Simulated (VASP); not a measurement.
# ZnCd3Se2 (P4/mmm) in VASP: single point with PBE

Aim: the single point of ZnCd3Se2 with PBE.

All numbers are computed with VASP 6.6.1; they aren't measurements. Logs are shortened: lines on timing, memory, paths and dates and some standing lists are left out, and cuts for length are marked.

### 1 The cell of the first run

It takes space group P4/mmm (No. 123, tetragonal). Conventional cell: a = 3.997 Å, b = 3.997 Å, c = 9.645 Å, α = 90.00°, β = 90.00°, γ = 90.00°. Within 3.2 Å of Zn (site symmetry 4/mmm) lie 2 Se at 2.37 Å and 8 Cd at 3.18 Å. Within 4.0 Å of Cd (site symmetry 4mm) lie 6 Cd at 2.93 to 4.00 Å and 4 Se at 2.97 Å and 4 Zn at 3.18 Å. Cd (site symmetry 4/mmm) has 6 Cd at 3.36 to 4.00 Å and 8 Se at 3.74 Å within 4.4 Å. Within 3.1 Å of Se (site symmetry 4mm) lie 1 Zn at 2.37 Å and 4 Cd at 2.97 Å.

The cell was generated, and may not be a known phase.

### 2 Single point, PBE

INCAR reads:

```
SYSTEM = ZnCd3Se2
ALGO     = Normal         ! electronic algorithm
EDIFF    = 1E-6           ! SCF threshold, eV
ENCUT    = 520            ! plane-wave cutoff, eV
GGA      = PE             ! functional
ISIF     = 2              ! what is computed and relaxed
ISMEAR   = 0              ! smearing method
LASPH    = .True.         ! aspherical terms in the spheres
LCHARG   = .False.        ! write CHGCAR
LREAL    = .False.        ! projectors in reciprocal space
LWAVE    = .False.        ! write WAVECAR
NBANDS   = 39             ! bands
NELM     = 100            ! most SCF steps
PREC     = Accurate       ! precision mode
SIGMA    = 0.1            ! smearing width, eV
```

KPOINTS reads:

```
k-points
0
Gamma
  10 10 4
  0 0 0
```

POSCAR reads:

```
ZnCd3Se2
1.0
    3.9973628205      0.0000000000      0.0000000000
    0.0000000000      3.9973628205      0.0000000000
    0.0000000000      0.0000000000      9.6451068301
Zn Cd Se
1 3 2
Direct
    0.0000000000      0.0000000000      0.0000000000
    0.5000000000      0.5000000000      0.1517130149
    0.5000000000      0.5000000000      0.5000000000
    0.5000000000      0.5000000000      0.8482869851
    0.0000000000      0.0000000000      0.2453949560
    0.0000000000      0.0000000000      0.7546050440
```

Potentials or basis: VASP PAW PBE potentials, release 64 (Zn, Cd, Se).

Run with:

```
cat potpaw_PBE.64/Zn/POTCAR potpaw_PBE.64/Cd/POTCAR potpaw_PBE.64/Se/POTCAR > POTCAR
mpirun -np 1 vasp_std > vasp.out
```

OUTCAR:

```text
SYSTEM = ZnCd3Se2
   EDIFF = 1E-6
   ENCUT = 520
   GGA = PE
   ISIF = 2
   ISMEAR = 0
   LASPH = .True.
   LREAL = .False.
   NELM = 100
   PREC = Accurate

 ion  position               nearest neighbor table
   1  0.000  0.000  0.000-   5 2.37   6 2.37   2 3.18   4 3.18   2 3.18   4 3.18   2 3.18   4 3.18
                             2 3.18   4 3.18
   2  0.500  0.500  0.152-   4 2.93   5 2.97   5 2.97   5 2.97   5 2.97   1 3.18   1 3.18   1 3.18
                             1 3.18   3 3.36
   3  0.500  0.500  0.500-   2 3.36   4 3.36
   4  0.500  0.500  0.848-   2 2.93   6 2.97   6 2.97   6 2.97   6 2.97   1 3.18   1 3.18   1 3.18
                             1 3.18   3 3.36
   5  0.000  0.000  0.245-   1 2.37   2 2.97   2 2.97   2 2.97   2 2.97
   6  0.000  0.000  0.755-   1 2.37   4 2.97   4 2.97   4 2.97   4 2.97

  LATTYP: Found a simple tetragonal cell.
 ALAT       =     3.9973628205
 C/A-ratio  =     2.4128674987

  Lattice vectors:

 A1 = (   3.9973628205,   0.0000000000,   0.0000000000)
 A2 = (   0.0000000000,   3.9973628205,   0.0000000000)
 A3 = (   0.0000000000,   0.0000000000,   9.6451068301)

Analysis of symmetry for initial positions (statically):
=====================================================================
 Subroutine PRICEL returns:
 Original cell was already a primitive cell.

 Routine SETGRP: Setting up the symmetry group for a
 simple tetragonal supercell.

 Subroutine GETGRP returns: Found 16 space group operations
 (whereof 16 operations were pure point group operations)
 out of a pool of 16 trial point group operations.

The static configuration has the point symmetry D_4h.

Analysis of symmetry for dynamics (positions and initial velocities):
=====================================================================
 Subroutine PRICEL returns:
 Original cell was already a primitive cell.

 Routine SETGRP: Setting up the symmetry group for a
 simple tetragonal supercell.

 Subroutine GETGRP returns: Found 16 space group operations
 (whereof 16 operations were pure point group operations)
 out of a pool of 16 trial point group operations.

The dynamic configuration has the point symmetry D_4h.

 Subroutine INISYM returns: Found 16 space group operations
 (whereof 16 operations are pure point group operations),
 and found     1 'primitive' translations

----------------------------------------------------------------------------------------

                                     Primitive cell

  volume of cell :     154.1183

  direct lattice vectors                    reciprocal lattice vectors
     3.997362820  0.000000000  0.000000000     0.250164932  0.000000000  0.000000000
     0.000000000  3.997362820  0.000000000     0.000000000  0.250164932  0.000000000
     0.000000000  0.000000000  9.645106830     0.000000000  0.000000000  0.103679515

  length of vectors
     3.997362820  3.997362820  9.645106830     0.250164932  0.250164932  0.103679515

  position of ions in fractional coordinates (direct lattice)
     0.000000000  0.000000000  0.000000000
     0.500000000  0.500000000  0.151713015
     0.500000000  0.500000000  0.500000000
     0.500000000  0.500000000  0.848286985
     0.000000000  0.000000000  0.245394956
     0.000000000  0.000000000  0.754605044

  ion indices of the primitive-cell ions
   primitive index   ion index
                 1           1
                 2           2
                 3           3
                 4           4
                 5           5
                 6           6

----------------------------------------------------------------------------------------

 KPOINTS: k-points

Automatic generation of k-mesh.
 Grid dimensions read from file:
 generate k-points for:   10   10    4

 Generating k-lattice:

  Cartesian coordinates                     Fractional coordinates (reciprocal lattice)
     0.025016493  0.000000000  0.000000000     0.100000000  0.000000000  0.000000000
     0.000000000  0.025016493  0.000000000     0.000000000  0.100000000  0.000000000
     0.000000000  0.000000000  0.025919879     0.000000000  0.000000000  0.250000000

  Length of vectors
     0.025016493  0.025016493  0.025919879

  Shift w.r.t. Gamma in fractional coordinates (k-lattice)
     0.000000000  0.000000000  0.000000000

 Subroutine IBZKPT returns following result:
 ===========================================

 Found     63 irreducible k-points:

 Following reciprocal coordinates:
            Coordinates               Weight
  0.000000  0.000000  0.000000      1.000000
  0.100000  0.000000  0.000000      4.000000
  0.200000  0.000000  0.000000      4.000000
  0.300000  0.000000  0.000000      4.000000
  0.400000  0.000000  0.000000      4.000000
  0.500000  0.000000  0.000000      2.000000
[... 16 lines left out ...]
  0.100000  0.000000  0.250000      8.000000
  0.200000  0.000000  0.250000      8.000000
 [... further k-points ...]
   k-points           NKPTS =     63   k-points in BZ     NKDIM =     63   number of bands    NBANDS=     39
   number of dos      NEDOS =    301   number of ions     NIONS =      6
   total plane-waves  NPLWV =  64800
   dimension x,y,z NGX =    30 NGY =   30 NGZ =   72
   dimension x,y,z NGXF=    60 NGYF=   60 NGZF=  144
   ions per type =               1   3   2
   NGX,Y,Z   is equivalent  to a cutoff of  12.48, 12.48, 12.41 a.u.
   NGXF,Y,Z  is equivalent  to a cutoff of  24.95, 24.95, 24.82 a.u.
 SYSTEM =  ZnCd3Se2
   PREC   = accura    normal or accurate (medium, high low for compatibility)
   ISTART =      0    job   : 0-new  1-cont  2-samecut
   ICHARG =      2    charge: 1-file 2-atom 10-const
   ISPIN  =      1    spin polarized calculation?
   LNONCOLLINEAR =      F non collinear calculations
   LSORBIT =      F    spin-orbit coupling
   LASPH  =      T    aspherical Exc in radial PAW
   ENCUT  =  520.0 eV  38.22 Ry    6.18 a.u.   7.43  7.43 17.93*2*pi/ulx,y,z
   NELM   =    100;   NELMIN=  2; NELMDL= -5     # of ELM steps
   EDIFF  = 0.1E-05   stopping-criterion for ELM
   LREAL  =      F    real-space projection
   EDIFFG = 0.1E-04   stopping-criterion for IOM
   NSW    =      0    number of steps for IOM
   IBRION =     -1    ionic relax: 0-MD 1-quasi-New 2-CG
   NFREE  =      0    steps in history (QN), initial steepest desc. (CG)
   ISIF   =      2    stress and relaxation
   ISYM   =      2    0-nonsym 1-usesym 2-fastsym
   POTIM  = 0.5000    time-step for ionic-motion
   TEBEG  =    0.0;   TEEND  =   0.0 temperature during run
   PSTRESS=    0.0 pullay stress
   NELECT =      60.0000    total number of electrons
   NUPDOWN=      -1.0000    fix difference up-down
   EMIN   =  10.00;   EMAX   =-10.00  energy-range for DOS
   EFERMI =   0.00;   METHOD = LEGACY
   ISMEAR =     0;   SIGMA  =   0.10  broadening in eV -4-tet -1-fermi 0-gaus
   EFERMI_NEDOS =   21; number of points for ismear=-14 and -15
   IALGO  =     38    algorithm
   IMIX   =      4    mixing-type and parameters
     AMIX     =   0.40;   BMIX     =  1.00
     AMIX_MAG =   1.60;   BMIX_MAG =  1.00
  volume/ion in A,a.u.               =      25.69       173.34
  Fermi-wavevector in a.u.,A,eV,Ry     =   1.195383  2.258947 19.441926  1.428941
  Thomas-Fermi vector in A             =   2.331350
   LORBIT       =      0    0 simple, 1 ext, 2 COOP (PROOUT), +10 PAW based schemes
   GGA     = PE    functional components
   LHFCALC =     F    Hartree Fock is set to
   AEXX    =    0.0000 exact exchange contribution
   IVDW    =     0    specifies the selected vdW correction
   LEPSILON=     F    determine dielectric tensor
   LRPA    =     F    only Hartree local field effects (RPA)
 non-spin polarized calculation
 Gauss-broadening in eV      SIGMA  =   0.10
  energy-cutoff  :      520.00
  volume of cell :      154.12
 maximum number of plane-waves:      4219
 NGX is ok and might be reduce to    30
   NGX = 15   NGY = 15   NGZ = 35

 number of electron      60.0000031 magnetization

 Free energy of the ion-electron system (eV)
  ---------------------------------------------------
  ext. energy  EPLUGINS =         0.00000000
  ---------------------------------------------------
  free energy    TOTEN  =       -11.12217662 eV

  energy without entropy =      -11.11834847  energy(sigma->0) =      -11.12026255

 E-fermi :   1.8147     XC(G=0):  -9.5289

 val. band max:        1.7834084700   @ k =   0.5000   0.4000   0.2500
 cond. band min:       1.8558613063   @ k =   0.1000   0.0000   0.0000
 fundamental gap:      0.0724528362
 Fermi energy:         1.8146530823

 k-point     1 :       0.0000    0.0000    0.0000
  band No.  band energies     occupation
      1     -11.6122      2.00000
      2     -11.3398      2.00000
      3      -7.0501      2.00000
      4      -6.8363      2.00000
      5      -6.7901      2.00000
      6      -6.7901      2.00000
[... 31 lines left out ...]
     38       7.8909      0.00000
     39       8.5005      0.00000

 k-point     2 :       0.1000    0.0000    0.0000
  band No.  band energies     occupation
      1     -11.5784      2.00000
      2     -11.3088      2.00000
      3      -7.0479      2.00000
      4      -6.8273      2.00000
      5      -6.8093      2.00000
      6      -6.7990      2.00000
[... 31 lines left out ...]
     38       8.0116      0.00000
     39       8.4717      0.00000

 k-point     3 :       0.2000    0.0000    0.0000
  band No.  band energies     occupation
      1     -11.4869      2.00000
      2     -11.2250      2.00000
      3      -7.0442      2.00000
      4      -6.8659      2.00000
      5      -6.8183      2.00000
      6      -6.7904      2.00000
[... 832 lines left out ...]
 k-point    23 :       0.1000    0.0000    0.2500
  band No.  band energies     occupation
      1     -11.5699      2.00000
      2     -11.3191      2.00000
      3      -7.0300      2.00000
      4      -6.8277      2.00000
      5      -6.8115      2.00000
      6      -6.8016      2.00000
[... 31 lines left out ...]
     38       7.8854      0.00000
     39       8.3335      0.00000

 k-point    24 :       0.2000    0.0000    0.2500
  band No.  band energies     occupation
      1     -11.4794      2.00000
      2     -11.2340      2.00000
      3      -7.0283      2.00000
      4      -6.8681      2.00000
      5      -6.8203      2.00000
      6      -6.7900      2.00000
[... 31 lines left out ...]
     38       8.3456      0.00000
     39       8.3951      0.00000

 [... further k-points ...]

------------------------ aborting loop because EDIFF is reached ----------------------------------------

  FORCE on cell =-STRESS in cart. coord.  units (eV):
  Direction    XX          YY          ZZ          XY          YZ          ZX
  --------------------------------------------------------------------------------------
  -------------------------------------------------------------------------------------
  Total        0.1745154      0.1745154      0.2741463      0.0000000      0.0000000     -0.0000000
  in kB        1.8142206      1.8142206      2.8499598      0.0000000      0.0000000     -0.0000000
  external PRESSURE =       2.1594670 kB  Pullay stress =       0.0000000 kB

 VOLUME and BASIS-vectors are now :
 -----------------------------------------------------------------------------
  energy-cutoff  :      520.00
  volume of cell :      154.12
      direct lattice vectors                 reciprocal lattice vectors
     3.997362820  0.000000000  0.000000000     0.250164932  0.000000000  0.000000000
     0.000000000  3.997362820  0.000000000     0.000000000  0.250164932  0.000000000
     0.000000000  0.000000000  9.645106830     0.000000000  0.000000000  0.103679515

 POSITION                                       TOTAL-FORCE (eV/Angst)
 -----------------------------------------------------------------------------------
      0.00000      0.00000      0.00000         0.000000      0.000000      0.000000
      1.99868      1.99868      1.46329         0.000000      0.000000      0.002853
      1.99868      1.99868      4.82255         0.000000      0.000000      0.000000
      1.99868      1.99868      8.18182         0.000000     -0.000000     -0.002853
      0.00000      0.00000      2.36686         0.000000     -0.000000      0.046024
      0.00000      0.00000      7.27825         0.000000      0.000000     -0.046024
 -----------------------------------------------------------------------------------
    total drift:                                0.000000      0.000000      0.000000

  FREE ENERGIE OF THE ION-ELECTRON SYSTEM (eV)
  ---------------------------------------------------
  free  energy   TOTEN  =       -11.1221766231 eV

  energy  without entropy=      -11.1183484675  energy(sigma->0) =      -11.12026255
```

It took 5.8 min on 1 thread of Intel Xeon 8259CL, shared host; peak memory 0.48 GiB.

Results:

| Property | Result |
| --- | --- |
| Free energy | -11.1222 eV |
| Pressure | 0.2 GPa |
| Largest force | 0.046 eV/Å |
| Band gap on the k mesh | zero (bands 30 and 31 overlap by 0.78 eV) |

Forces in eV/Å, atoms in the order of the input:
```
Zn   0.000  0.000  0.000
Cd   0.000  0.000  0.003
Cd   0.000  0.000  0.000
Cd   0.000  0.000 -0.003
Se   0.000  0.000  0.046
Se   0.000  0.000 -0.046
```

Stress tensor (GPa, compression positive):
```
0.18 0.00 0.00
0.00 0.18 0.00
0.00 0.00 0.28
```

Caveat: semilocal functionals underestimate gaps, and a narrow one can read as zero.

The gap in the log of VASP goes by the Fermi energy; the results here count the filled bands.